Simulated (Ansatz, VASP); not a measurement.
## Two plane-wave programs on MgO

Contents of POSCAR:

```
MgO
1.0
    2.6233491278      0.0400060742      0.0000000000
    0.0400060742      2.6233491278      0.0000000000
    0.0000000000      0.0000000000      2.6233491278
Mg O
1 1
Direct
    0.0000000000      0.0000000000      0.0000000000
    0.5000000000      0.5000000000      0.5000000000
```

The input INCAR.step1:

```
PREC     = Accurate       # precision mode
ENCUT    = 520            # plane-wave cutoff, eV
ISMEAR   = 0              # smearing method
SIGMA    = 0.01           # smearing width, eV
LREAL    = F              # projectors in reciprocal space
LASPH    = T              # aspherical terms in the spheres
NELM     = 60             # most SCF steps
NBANDS   = 11             # bands
GGA      = PE             # functional
ALGO     = Normal         # electronic algorithm
EDIFF    = 1E-4           # SCF threshold, eV
LWAVE    = T              # write WAVECAR
LCHARG   = F              # write CHGCAR
```

File INCAR.step2:

```
PREC     = Accurate       # precision mode
ENCUT    = 520            # plane-wave cutoff, eV
EDIFF    = 1E-7           # SCF threshold, eV
ISMEAR   = 0              # smearing method
SIGMA    = 0.01           # smearing width, eV
LREAL    = F              # projectors in reciprocal space
LASPH    = T              # aspherical terms in the spheres
NELM     = 60             # most SCF steps
ALGO     = Normal         # electronic algorithm
ISIF     = 2              # what is computed and relaxed
LWAVE    = F              # write WAVECAR
LCHARG   = T              # write CHGCAR
METAGGA  = R2SCAN         # meta-GGA
LMIXTAU  = T            
LELF     = T              # ELF
LVHAR    = T            
NBANDS   = 11             # bands
ISTART   = 1
```

KPOINTS

```
regular mesh
0
Gamma
  10 10 10
```

Input for Ansatz:

```yaml
crystal:
  lattice:
    - [2.6233491278, 0.0400060742, 0.0]
    - [0.0400060742, 2.6233491278, 0.0]
    - [0.0, 0.0, 2.6233491278]
  atoms:
    - { symbol: Mg, position: [0.0, 0.0, 0.0] }
    - { symbol: O, position: [0.5, 0.5, 0.5] }
kpoints:
  mp_grid: { grid: [10, 10, 10] }
  band_path:
    path: [[0.0, 0.0, 0.0], [0.0, 0.5, 0.0], [0.5, 0.5, 0.0], [0.5, 0.5, 0.5]]
    npoints: 1
hamiltonian:
  xc: r2scan
scf:
  occupations: { method: fixed }
  n_extra_bands: 4
output:
  forces: true
  stress: true
  eigenvalues: true
  write_density: true
  write_potential: true
  elf: true
  volumetric_format: npy
```

Change from the starting cell: shear_xy strain +3.0%.

Alike in both runs: task single point; functional r2SCAN; k mesh 10 × 10 × 10; no spin polarisation.

```csv
,VASP,Ansatz
version,VASP 6.6.1,Ansatz 0.2.0
potentials or method,"VASP PAW PBE potentials, release 64 (Mg, O)","plane waves, PAW"
plane-wave cutoff (eV),520,500
occupations,"gaussian, width 0.01 eV",fixed
valence electrons in the cell,8,16
```

|  | VASP | Ansatz | Ansatz less VASP |
| --- | --- | --- | --- |
| gap on the k mesh at the Fermi level (eV) | 3.46 | 3.50 | +0.041 |
| pressure (GPa) | -1.1 | 0.1 | +1.21 |
| traceless stress, the component that is largest in VASP (GPa) | 1.92 | 1.87 | -0.048 |

VASP's potentials were made for PBE, not for r2SCAN. VASP's potentials hold 8 valence electrons a cell and Ansatz's 16, so a difference there can come from the potentials and not from the codes.
